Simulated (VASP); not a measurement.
## GaP: single point with PBE

Crystal: GaP.

```
Ga P
1.0
     0.00000    2.83442    2.63069
     2.83442    0.00000    2.63069
     2.83442    2.83442    0.00000
Ga P
1 1
Direct
  0.00000 0.00000 0.00000
  0.25000 0.25000 0.25000
```

This cell differs from its parent crystal: epitaxial xy strain +4.0%.

```json
{
 "Program": "VASP 6.6.1",
 "Task": "single point",
 "Functional": "PBE",
 "Potentials or basis": "VASP PAW PBE potentials, release 64 (Ga_d, P)",
 "Cutoff": "520 eV",
 "k mesh": "8 × 8 × 8",
 "Occupations": "fermi-dirac, width 0.02 eV",
 "Spin": "no spin polarisation"
}
```

```
Pressure               : -1.1 GPa
Band gap on the k mesh : 1.03 eV, indirect (least direct gap 1.19 eV)
```

Stress tensor (GPa, compression positive):
```
-2.69  0.00  0.00
 0.00 -2.69  0.00
 0.00  0.00  2.04
```

Levels at points of the mesh, in eV from the valence-band top:
```csv
k point,band 5,band 6,band 7,band 8,band 9,band 10,band 11,band 12,band 13,band 14
"(0.00, 0.00, 0.00)",-14.63,-12.40,-0.36,-0.36,0.00,1.19,3.59,3.75,3.75,8.37
"(0.50, 0.00, 0.00)",-14.62,-10.47,-6.62,-1.56,-1.02,1.21,4.24,4.87,8.01,10.20
"(0.50, 0.50, 0.00)",-14.61,-9.44,-6.47,-3.08,-3.08,1.17,1.21,10.00,10.00,10.95
"(0.50, 0.00, 0.50)",-14.63,-9.74,-6.93,-2.61,-2.56,1.68,1.86,9.73,9.78,10.24
```

Wall time 23 s on 1 thread of AMD EPYC 9R45 96-Core Processor (Zen 5), with other jobs on the host, peak memory 0.16 GiB.

Caveat: the cell differs from its parent crystal (epitaxial xy strain +4.0%). A k mesh can miss the band edges.
